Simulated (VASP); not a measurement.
Runs of VASP 6.6.1 on Zr. The structure is that of space group Fm-3m (No. 225), or close to it. The cells are those of the table. This isn't the form of Zr at room conditions, which is hcp.

| level | spin | cell | smearing | gap on the mesh (eV) | pressure (GPa) | moment (μB) |
| --- | --- | --- | --- | --- | --- | --- |
| PBE | off | a = 3.189 Å, angles 60.0°, 1 atom | gaussian 0.05 eV | none | 1.3 | - |
| revPBE+D4 | non-collinear, zero start, SOC | a = 3.231 Å, angles 60.0°, 1 atom | methfessel-paxton 0.1 eV | - | -2.5 | 0.00 |
| revPBE+D4 | non-collinear, zero start, SOC | a = 3.168 Å, angles 60.0°, 1 atom | methfessel-paxton 0.1 eV | - | (b) | 0.00 |
| PBE exchange alone | off | a = 3.189 Å, angles 60.0°, 1 atom | methfessel-paxton 0.025 eV | none | (a) | - |
| revPBE+D4 | non-collinear, zero start, SOC | a = 3.252 Å, angles 60.0°, 1 atom | methfessel-paxton 0.1 eV | - | -4.0 | 0.00 |
| revPBE+D4 | non-collinear, zero start, SOC | a = 3.124 Å, angles 60.0°, 1 atom | methfessel-paxton 0.1 eV | - | 6.9 | 0.00 |
| revPBE+D4 | non-collinear, zero start, SOC | a = 3.189 Å, angles 60.0°, 1 atom | methfessel-paxton 0.1 eV | - | 0.9 | 0.00 |

Alike in all rows: task single point; k mesh 10 × 10 × 10; cutoff (eV) 520.

Problem. Estimate the missing entries.

Solution. (a) 13.4; (b) 2.7.

Caveats: the PAW data sets were made with another functional, which shifts forces and pressure a little (at least some runs); the cell stands under pressure (at least some runs); the cell stands under tension (at least some runs).

A k mesh can miss the band edges, and rows without SOC leave out spin-orbit coupling on Zr.

A gap of «none» marks levels without a gap at the run's occupations.
